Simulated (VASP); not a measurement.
# TaSi (P-3m1) in VASP: notebook, part 2 of 2

VASP 6.6.1. Earlier steps stand in the parts before.

## 4. Single point, PBE

This run uses another cell than the first one, of 19.20 Å³/atom, 1.123 times its volume.

Input file INCAR:

```
ALGO = Normal
EDIFF = 1E-6
ENCUT = 520
GGA = PE
ISIF = 2
ISMEAR = 0
LASPH = True
LCHARG = False
LREAL = False
LWAVE = False
NBANDS = 23
NELM = 100
PREC = Accurate
SIGMA = 0.1
```

Input file KPOINTS:

```
k-points
0
Gamma
  6 6 2
```

Input file POSCAR:

```
TaSi
1.0
    3.2297168000      0.0000000000      0.0000000000
   -1.6148584000      2.7970168000      0.0000000000
    0.0000000000      0.0000000000      8.5010417400
Ta Si
2 2
Direct
    0.3333333300      0.6666666700      0.8492213100
    0.6666666700      0.3333333300      0.1507786900
    0.3333333300      0.6666666700      0.3955219700
    0.6666666700      0.3333333300      0.6044780300
```

Potentials or basis: VASP PAW PBE potentials, release 64 (Ta_pv, Si).

Started as:

```
$ cat potpaw_PBE.64/Ta_pv/POTCAR potpaw_PBE.64/Si/POTCAR > POTCAR
$ mpirun -np 1 vasp_std > vasp.out
```

OUTCAR:

```text
EDIFF = 1E-6
   ENCUT = 520
   GGA = PE
   ISIF = 2
   ISMEAR = 0
   LASPH = True
   LREAL = False
   NELM = 100
   PREC = Accurate

 ion  position               nearest neighbor table
   1  0.333  0.667  0.849-   4 2.79   4 2.79   4 2.79   2 3.17   2 3.17   2 3.17
   2  0.667  0.333  0.151-   3 2.79   3 2.79   3 2.79   1 3.17   1 3.17   1 3.17
   3  0.333  0.667  0.396-   4 2.58   4 2.58   4 2.58   2 2.79   2 2.79   2 2.79
   4  0.667  0.333  0.604-   3 2.58   3 2.58   3 2.58   1 2.79   1 2.79   1 2.79

  LATTYP: Found a hexagonal cell.
 ALAT       =     3.2297168000
 C/A-ratio  =     2.6321322476

  Lattice vectors:

 A1 = (   3.2297168000,   0.0000000000,   0.0000000000)
 A2 = (  -1.6148584000,   2.7970168000,   0.0000000000)
 A3 = (   0.0000000000,   0.0000000000,   8.5010417400)

Analysis of symmetry for initial positions (statically):
=====================================================================
 Subroutine PRICEL returns:
 Original cell was already a primitive cell.

[... 158 lines left out ...]
  free energy    TOTEN  =       -32.67055421 eV

  energy without entropy =      -32.63598193  energy(sigma->0) =      -32.65326807

 E-fermi :   6.1899     XC(G=0): -11.1910

 val. band max:        6.1731012114   @ k =   0.0000   0.0000   0.5000
 cond. band min:       6.2012255200   @ k =   0.3333   0.1667   0.5000
 fundamental gap:      0.0281243086
 Fermi energy:         6.1899060469

 k-point     1 :       0.0000    0.0000    0.0000
  band No.  band energies     occupation
      1     -28.6677      2.00000
      2     -28.4119      2.00000
      3     -28.3390      2.00000
      4     -28.3390      2.00000
      5     -28.2997      2.00000
      6     -28.2997      2.00000
[... 353 lines left out ...]
     22       9.8831      0.00000
     23      11.3525      0.00000

------------------------ aborting loop because EDIFF is reached ----------------------------------------

  FORCE on cell =-STRESS in cart. coord.  units (eV):
  Direction    XX          YY          ZZ          XY          YZ          ZX
  --------------------------------------------------------------------------------------
  -------------------------------------------------------------------------------------
  Total       -8.2671628     -8.2671628     -9.1470265     -0.0000000     -0.0000000      0.0000000
  in kB     -172.4786746   -172.4786751   -190.8353623     -0.0000000     -0.0000000      0.0000000
  external PRESSURE =    -178.5975706 kB  Pullay stress =       0.0000000 kB

 VOLUME and BASIS-vectors are now :
 -----------------------------------------------------------------------------
  energy-cutoff  :      520.00
  volume of cell :       76.79
      direct lattice vectors                 reciprocal lattice vectors
     3.229716800  0.000000000  0.000000000     0.309624670  0.178761887  0.000000000
    -1.614858400  2.797016800  0.000000000     0.000000000  0.357523773  0.000000000
     0.000000000  0.000000000  8.501041740     0.000000000  0.000000000  0.117632642

 POSITION                                       TOTAL-FORCE (eV/Angst)
 -----------------------------------------------------------------------------------
     -0.00000      1.86468      7.21927         0.000000      0.000000      0.472264
      1.61486      0.93234      1.28178         0.000000     -0.000000     -0.472264
     -0.00000      1.86468      3.36235         0.000000     -0.000000      0.321856
      1.61486      0.93234      5.13869        -0.000000      0.000000     -0.321856
 -----------------------------------------------------------------------------------
    total drift:                                0.000000     -0.000000     -0.000000

  FREE ENERGIE OF THE ION-ELECTRON SYSTEM (eV)
  ---------------------------------------------------
  free  energy   TOTEN  =       -32.6705542090 eV

  energy  without entropy=      -32.6359819314  energy(sigma->0) =      -32.65326807
```

stdout:

```text
POSCAR found type information on POSCAR TaSi
 POSCAR found :  2 types and       4 ions
 scaLAPACK will be used
 LDA part: xc-table for (Slater+PW92), standard interpolation
 POSCAR, INCAR and KPOINTS ok, starting setup
 FFT: planning ... GRIDC
 FFT: planning ... GRID_SOFT
 FFT: planning ... GRID
 WAVECAR not read
 entering main loop
```

It took 15 s on 1 thread of Intel Xeon Platinum 8375C at 2.90GHz (Ice Lake), shared host; peak memory 0.18 GiB.

Results:

```
Free energy            : -32.6706 eV
Pressure               : -17.9 GPa
Largest force          : 0.472 eV/Å
Band gap on the k mesh : zero (band 15 reaches 6.55 eV, above the bottom of band 16 at 5.97 eV)
```

Forces in eV/Å, atoms in the order of the input:
```
Ta   0.000  0.000  0.472
Ta   0.000  0.000 -0.472
Si   0.000  0.000  0.322
Si   0.000  0.000 -0.322
```

Stress tensor (GPa, compression positive):
```
-17.25   0.00   0.00
  0.00 -17.25   0.00
  0.00   0.00 -19.08
```

Levels at points of the mesh, in eV from the Fermi level:
```
           k point  band 13  band 14  band 15  band 16  band 17  band 18
(0.00, 0.00, 0.00)     0.02     0.02     0.36     0.36     1.36     1.36
(0.50, 0.00, 0.00)    -1.54    -0.62    -0.16     0.17     0.97     1.28
(0.00, 0.00, 0.50)    -0.02    -0.02     0.35     0.35     1.63     1.63
(0.50, 0.00, 0.50)    -1.76    -0.50    -0.21     0.09     0.55     0.94
```

Caveat: the k points lie up to 0.37 Å⁻¹ apart; spin-orbit coupling is left out, which moves the levels of the heavy elements.

## 5. The runs side by side

| task | cell | k mesh | cutoff (eV) | gap on the mesh (eV) | pressure (GPa) | largest force (eV/Å) |
| --- | --- | --- | --- | --- | --- | --- |
| relaxation of cell and atoms | relaxed from a = 3.429, b = 3.429, c = 6.715 Å, angles 90.0, 90.0, 120.0°, 4 atoms | 18 × 18 × 8 | 600 | none | 0.0 | - |
| single point | a = 3.421, b = 3.421, c = 6.739 Å, angles 90.0, 90.0, 120.0°, 4 atoms | 6 × 6 × 2 | 520 | none | 0.1 | 0.03 |
| single point | a = 3.230, b = 3.230, c = 8.501 Å, angles 90.0, 90.0, 120.0°, 4 atoms | 6 × 6 × 2 | 520 | none | -17.9 | 0.47 |

Alike in all rows: level PBE; potentials or basis VASP PAW PBE potentials, release 64 (Ta_pv, Si); no spin polarisation; smearing gaussian 0.1 eV.

Caveats: some runs use coarse meshes; spin-orbit coupling is left out, which moves the levels of the heavy elements.

Absolute energies hang on the potentials; compare differences alone.
